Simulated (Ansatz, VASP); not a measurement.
**One calculation of MgO, two programs**

File INCAR:

```
SYSTEM = MgO
PREC = Accurate ; ENCUT = 520
EDIFF = 1E-6 ; ISMEAR = 0
SIGMA = 0.05 ; LREAL = .FALSE.
LASPH = .TRUE. ; NELM = 60
ALGO = Normal ; ISIF = 2
LWAVE = .FALSE. ; LCHARG = .TRUE.
GGA = PE ; LELF = .TRUE.
LVHAR = .TRUE. ; NBANDS = 11
```

Contents of KPOINTS:

```
Automatic mesh
0
G
  10 10 10
  0 0 0
```

Contents of POSCAR:

```
MgO
1.0
    0.0000000000      2.1275194423      2.1275194423
    2.1275194423      0.0000000000      2.1275194423
    2.1275194423      2.1275194423      0.0000000000
Mg O
1 1
Direct
    0.0000000000      0.0000000000      0.0000000000
    0.5000000000      0.5000000000      0.5000000000
```

Input for Ansatz:

```yaml
crystal:
  lattice:
    - [0.0, 2.1275194423, 2.1275194423]
    - [2.1275194423, 0.0, 2.1275194423]
    - [2.1275194423, 2.1275194423, 0.0]
  atoms:
    - { symbol: Mg, position: [0.0, 0.0, 0.0] }
    - { symbol: O, position: [0.5, 0.5, 0.5] }
basis:
  ecutwfc: 420
  ecutrho_ratio: 4
kpoints:
  mp_grid: { grid: [10, 10, 10] }
hamiltonian:
  xc: pbe
scf:
  occupations: { method: gaussian, width: 0.05 }
output:
  forces: true
  stress: true
  eigenvalues: true
```

Alike in both runs: task single point; functional PBE; k mesh 10 × 10 × 10; occupations gaussian, width 0.05 eV; no spin polarisation.

```csv
,VASP,Ansatz
version,VASP 6.6.1,Ansatz 0.2.0
potentials or method,"VASP PAW PBE potentials, release 64 (Mg, O), cutoff 520 eV","scalar-relativistic, plane waves, PAW"
valence electrons in the cell,8,16
```

```tsv
	VASP	Ansatz	Ansatz less VASP
gap on the k mesh at the Fermi level (eV)	4.44	4.45	+0.017
least direct gap on the mesh (eV)	4.44	4.45	+0.017
pressure (GPa)	-0.9	-0.1	+0.75
```

VASP's potentials hold 8 valence electrons a cell and Ansatz's 16, so a difference there can come from the potentials and not from the codes.
